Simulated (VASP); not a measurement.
# In (Fd-3m) in VASP: notebook, part 2 of 2

VASP 6.6.1.

## (5) Overview

```tsv
task	cell	k mesh	cutoff (eV)	gap on the mesh (eV)	pressure (GPa)
relaxation of cell and atoms	relaxed from a = 4.402 Å, angles 60.0°, 2 atoms	6 × 6 × 6	600	none	0.1
single point	a = 4.645 Å, angles 60.0°, 2 atoms	14 × 14 × 14	520	none	0.0
relaxation of cell and atoms	relaxed from a = 4.645 Å, angles 60.0°, 2 atoms	14 × 14 × 14	600	none	0.0
```

Alike in all rows: level PBEsol; potentials or basis VASP PAW PBE potentials, release 64 (In_d); no spin polarisation; smearing gaussian 0.1 eV.

Caveats: the PAW data sets were made with another functional, which shifts forces and pressure a little; spin-orbit coupling is left out, which moves the levels of the heavy elements; the relaxation stopped at its first step, so nothing moved (some runs).

Total energies depend on the potentials used, so only differences within one code and one set of settings carry meaning.
